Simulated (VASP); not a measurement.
Runs of VASP 6.6.1 on Cd2S. The structure is that of space group P3m1 (No. 156), or close to it. The cells are those of the table. 

| cell | gap on the mesh (eV) | pressure (GPa) | largest force (eV/Å) |
| --- | --- | --- | --- |
| a = 3.936, b = 3.936, c = 5.770 Å, angles 90.0, 90.0, 120.0°, 3 atoms | 0.21 | (b) | 0.08 |
| a = 4.015, b = 4.015, c = 5.886 Å, angles 90.0, 90.0, 120.0°, 3 atoms | (c) | (a) | 0.26 |
| a = 3.976, b = 3.976, c = 5.828 Å, angles 90.0, 90.0, 120.0°, 3 atoms | 0.23 | -3.1 | 0.15 |
| a = 4.053, b = 4.053, c = 5.942 Å, angles 90.0, 90.0, 120.0°, 3 atoms | 0.29 | -4.9 | 0.35 |
| a = 3.895, b = 3.895, c = 5.711 Å, angles 90.0, 90.0, 120.0°, 3 atoms | 0.20 | -0.5 | 0.11 |

Alike in all rows: task single point; level PBEsol; potentials or basis VASP PAW PBE potentials, release 64 (Cd, S); no spin polarisation; k mesh 8 × 8 × 5; cutoff (eV) 520; smearing fermi-dirac 0.1 eV.

Fill in the values left out.

(a) -4.1; (b) -1.9; (c) 0.26.

Caveats: the PAW data sets were made with another functional, which shifts forces and pressure a little.

A k mesh can miss the band edges, and the runs leave out spin-orbit coupling on Cd.
